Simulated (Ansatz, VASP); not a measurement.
**Two plane-wave programs on AlNi**

```
CELL_PARAMETERS angstrom
2.02133 -2.02135 0.00000
2.02133 2.02135 0.00000
0.00000 0.00000 2.86941
ATOMIC_POSITIONS crystal
Al 0.00000 0.00000 0.02614
Ni 0.50000 0.50000 0.50000
```

Change from the starting cell: all Al atoms moved +0.075 Å, as atom 1 along Cartesian [0 0 1].

Alike in both runs: task single point; functional PBEsol; k mesh 20 × 20 × 20; occupations gaussian, width 0.15 eV; no spin polarisation.

|  | VASP | Ansatz |
| --- | --- | --- |
| version | VASP 6.6.1 | Ansatz 0.2.0 |
| potentials or method | VASP PAW PBE potentials, release 64 (Al, Ni), cutoff 520 eV | scalar-relativistic, plane waves, PAW |
| valence electrons in the cell | 13 | 21 |

|  | VASP | Ansatz | Ansatz less VASP |
| --- | --- | --- | --- |
| gap on the k mesh at the Fermi level (eV) | none | none | - |
| pressure (GPa) | 0.5 | 0.4 | -0.13 |
| traceless stress, the component that is largest in VASP (GPa) | -0.41 | -0.40 | +0.009 |
| rms of the force components (eV/Å) | 0.271 | 0.269 | -0.0018 |

VASP's potentials were made for PBE, not for PBEsol. Atom by atom the forces differ by 0.002 eV/Å (rms over components). A gap of «none» marks a metal or a gap that the smearing closes. VASP's potentials hold 13 valence electrons a cell and Ansatz's 21, so a difference there can come from the potentials and not from the codes. Ansatz's warnings: near symmetry operations not taken.
